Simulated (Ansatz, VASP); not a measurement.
**MoS2 in VASP and in Ansatz**

```xyz
3
Lattice="3.2275 0.0000 0.0000 -1.6137 2.7951 0.0000 0.0000 0.0000 6.3125" Properties=species:S:1:pos:R:3 pbc="T T T"
Mo    0.0000    0.0000    3.1562
S     1.6137    0.9317    4.7008
S     0.0000    1.8634    1.6117
```

Alike in both runs: task single point; functional BLYP; dispersion D4; k mesh 9 × 9 × 4; occupations fermi-dirac, width 0.05 eV; no spin polarisation.

|  | VASP | Ansatz |
| --- | --- | --- |
| version | VASP 6.6.1 | Ansatz 0.2.0 |
| potentials or method | VASP PAW PBE potentials, release 64 (Mo_sv, S) | Ansatz PAW |
| plane-wave cutoff (eV) | 520 | 420 |
| valence electrons in the cell | 26 | 26 |

```csv
,VASP,Ansatz,Ansatz less VASP
gap on the k mesh at the Fermi level (eV),none,none,-
pressure (GPa),1.4,1.4,-0.03
"traceless stress, the component that is largest in VASP (GPa)",-0.25,-0.25,-0.002
rms of the force components (eV/Å),0.297,0.292,-0.0050
```

VASP's potentials were made for PBE, not for BLYP. Atom by atom the forces differ by 0.005 eV/Å (rms over components). A gap of «none» marks a metal or a gap that the smearing closes.
